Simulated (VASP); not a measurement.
A run of VASP 6.6.1 is set up as follows.

The input INCAR:

```
SYSTEM = Sc
ALGO = Normal ; DIPOL = 0.5 0.5 0.500
EDIFF = 1E-6 ; ENCUT = 520
GGA = PS ; IDIPOL = 3
ISIF = 2 ; ISMEAR = -1
LASPH = .TRUE. ; LCHARG = .FALSE.
LDIPOL = .TRUE. ; LREAL = .FALSE.
LWAVE = .FALSE. ; NBANDS = 42
NELM = 100 ; PREC = Accurate
SIGMA = 0.05
```

KPOINTS

```
k-points
0
G
  13 13 1
  0 0 0
```

POSCAR

```
Sc
1.0
    3.2186714418      0.0000000000      0.0000000000
    0.0000000000      3.2186714418      0.0000000000
    0.0000000000      0.0000000000     27.3797000000
Sc
6
Direct
    0.2500000000      0.2500000000      0.2921868754
    0.7500000000      0.7500000000      0.3753121252
    0.2500000000      0.2500000000      0.4584373751
    0.7500000000      0.7500000000      0.5415626249
    0.2500000000      0.2500000000      0.6246878748
    0.7500000000      0.7500000000      0.7078131246
```

Potentials or basis: VASP PAW PBE potentials, release 64 (Sc_sv).

Launch:

```sh
$ cat potpaw_PBE.64/Sc_sv/POTCAR > POTCAR
$ mpirun -np 1 vasp_std > vasp.out
```

**Question.** Predict the largest force.

**Answer.** 0.461 eV/Å.

**Question.** Predict the band gap on the k mesh.

**Answer.** Zero (bands 33 and 34 overlap by 0.52 eV).

Forces in eV/Å, atoms in the order of the input:
```
Sc   0.000  0.000  0.420
Sc   0.000  0.000 -0.461
Sc   0.000  0.000  0.062
Sc   0.000  0.000 -0.062
Sc   0.000  0.000  0.461
Sc   0.000  0.000 -0.420
```

Caveat: the PAW data sets were made with another functional, which shifts forces and pressure a little.
